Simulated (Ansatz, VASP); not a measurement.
## Ti: VASP beside Ansatz

```
Ti
1.0
     2.94132    0.00000    0.00000
    -1.47066    2.54726    0.00000
     0.00000    0.00000    4.62835
Ti
2
Direct
  0.33333 0.66667 0.75000
  0.66667 0.33333 0.25000
```

Alike in both runs: functional PBE; k mesh 8 × 8 × 4; occupations gaussian, width 0.05 eV; no spin polarisation.

Ansatz relaxed the structure, and its values are those at the end. VASP's run is a single point on that final structure, the one shown.

```csv
,VASP,Ansatz
version,VASP 6.6.1,Ansatz 0.2.0
potentials or method,"VASP PAW PBE potentials, release 64 (Ti_sv), cutoff 500 eV","scalar-relativistic, plane waves, PAW"
valence electrons in the cell,24,24
```

Ansatz gave:

- gap on the k mesh at the Fermi level (eV): none
- pressure (GPa): 0.1

Which values does VASP return?

gap on the k mesh at the Fermi level (eV): none; pressure (GPa): -0.2.

A gap of «none» marks a metal or a gap that the smearing closes.
